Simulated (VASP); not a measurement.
Input of a VASP 6.6.1 run:

The input POSCAR:

```
GaN
1.0
    0.0000000000      2.0718398728      2.0718398728
    2.0718398728      0.0000000000      2.0718398728
    2.0718398728      2.0718398728      0.0000000000
Ga N
1 1
Direct
    0.0000000000      0.0000000000      0.0000000000
    0.5000000000      0.5000000000      0.5000000000
```

File INCAR.step1:

```
SYSTEM = GaN
PREC     = Accurate       ! precision mode
ENCUT    = 910            ! plane-wave cutoff, eV
ISMEAR   = 0              ! smearing method
SIGMA    = 0.05           ! smearing width, eV
LREAL    = .FALSE.        ! projectors in reciprocal space
LASPH    = .TRUE.         ! aspherical terms in the spheres
NELM     = 120            ! most SCF steps
NBANDS   = 16             ! bands
GGA      = PE             ! functional
ALGO     = Normal         ! electronic algorithm
EDIFF    = 1E-5           ! SCF threshold, eV
LWAVE    = .TRUE.         ! write WAVECAR
LCHARG   = .FALSE.        ! write CHGCAR
GGA_COMPAT= .FALSE.
```

INCAR.step2

```
SYSTEM = GaN
PREC     = Accurate       ! precision mode
ENCUT    = 910            ! plane-wave cutoff, eV
EDIFF    = 1E-6           ! SCF threshold, eV
ISMEAR   = 0              ! smearing method
SIGMA    = 0.05           ! smearing width, eV
LREAL    = .FALSE.        ! projectors in reciprocal space
LASPH    = .TRUE.         ! aspherical terms in the spheres
NELM     = 120            ! most SCF steps
ALGO     = Normal         ! electronic algorithm
ISIF     = 2              ! what is computed and relaxed
LWAVE    = .FALSE.        ! write WAVECAR
LCHARG   = .FALSE.        ! write CHGCAR
METAGGA  = R2SCAN         ! meta-GGA
LMIXTAU  = .TRUE.       
NBANDS   = 16             ! bands
ISTART   = 1            
GGA_COMPAT= .FALSE.
```

Contents of KPOINTS:

```
Automatic mesh
0
G
  14 14 14
  0 0 0
```

Potentials or basis: VASP PAW PBE potentials, release 64 (Ga_d, N_h).

Launch:

```bash
$ cat potpaw_PBE.64/Ga_d/POTCAR potpaw_PBE.64/N_h/POTCAR > POTCAR
$ cp INCAR.step1 INCAR
$ mpirun -np 1 vasp_std > vasp.out
$ cp INCAR.step2 INCAR
$ mpirun -np 1 vasp_std > vasp.out
```

(1) What does it give for the band gap on the k mesh?

(2) Predict the pressure.

Answers

(1) 1.52 eV (least direct gap 4.13 eV).

(2) 15.8 GPa.

Caveat: the cell differs from its parent crystal (strained); the cutoff is under 1.25 times the usual one of these potentials, so pressure, stress and relaxed cells hold a basis-set (Pulay) error; the cell stands under pressure; the PAW data sets were made with another functional, which shifts forces and pressure a little.
